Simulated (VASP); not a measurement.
Tl2Os:

```
Tl Os
1.0
     1.91918    1.10804    5.79641
    -1.91918    1.10804    5.79641
     0.00000   -2.21608    5.79641
Tl Os
2 1
Direct
  0.75000 0.75000 0.75000
  0.25000 0.25000 0.25000
  0.00000 0.00000 0.00000
```

```yaml
Program: VASP 6.6.1
Task: relaxation of cell and atoms
Functional: PBE
Potentials_or_basis: VASP PAW PBE potentials, release 64 (Tl_d, Os)
Cutoff: 600 eV
k_mesh: 6 × 6 × 6
Occupations: gaussian, width 0.1 eV
Spin: no spin polarisation
```

At the start: pressure 9.0 GPa; volume 24.65 Å³/atom.

Task: Where does the relaxation end?

Result: Over 16 steps the energy falls by 126.8 meV/atom and the volume is 24.04 Å³/atom (-2.5 %); space group R-3m (No. 166, to 0.1 Å) before and after.

The path:
```
step  energy change (eV)  largest force (eV/Å)  pressure (GPa)  volume (Å³)
   1              0.0000                1.6912            9.00        73.96
   2              0.0010                0.5785           -6.64        89.79
   3             -0.2386                0.3394           -0.85        81.05
   4             -0.2388                0.3645           -0.68        80.88
   5             -0.2388                0.3851           -0.57        80.73
   6             -0.2562                0.3838           -0.49        79.88
   7             -0.3047                0.3707           -0.23        77.33
   8             -0.3688                0.2901            1.08        72.36
   9              0.0486                1.2798           12.22        62.88
  10             -0.3569                0.4199            2.10        71.87
  11             -0.3060                0.0118            5.42        67.30
  12             -0.3565                0.4126            2.60        71.09
  13             -0.3667                0.2995            2.05        71.16
  14             -0.3785                0.0216            0.68        71.34
  15             -0.3793                0.0140            0.55        71.53
  16             -0.3805                0.0054            0.15        72.11
```

Final structure:
```
CELL_PARAMETERS angstrom
1.95975 1.13146 5.42028
-1.95975 1.13146 5.42028
0.00000 -2.26293 5.42028
ATOMIC_POSITIONS crystal
Tl 0.76441 0.76441 0.76441
Tl 0.23559 0.23559 0.23559
Os 0.00000 0.00000 0.00000
```
